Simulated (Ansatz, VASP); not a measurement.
# One calculation of SiC, two programs

```xyz
2
Lattice="0.0000 1.9510 2.7588 1.9510 0.0000 2.7588 1.9510 1.9510 0.0000" Properties=species:S:1:pos:R:3 pbc="T T T"
Si    0.0000    0.0000    0.0000
C     2.9266    2.9266    4.1382
```

Alike in both runs: task single point; functional PBE; k mesh 12 × 12 × 12; occupations gaussian, width 0.05 eV; no spin polarisation.

|  | VASP | Ansatz |
| --- | --- | --- |
| version | VASP 6.6.1 | Ansatz 0.2.0 |
| potentials or method | VASP PAW PBE potentials, release 64 (Si, C), cutoff 520 eV | scalar-relativistic, plane waves, PAW |
| valence electrons in the cell | 8 | 8 |

```csv
,VASP,Ansatz,Ansatz less VASP
gap on the k mesh at the Fermi level (eV),none,none,-
pressure (GPa),-2.6,-2.6,0.00
"traceless stress, the component that is largest in VASP (GPa)",-85.44,-85.46,-0.016
```

A gap of «none» marks a metal or a gap that the smearing closes.
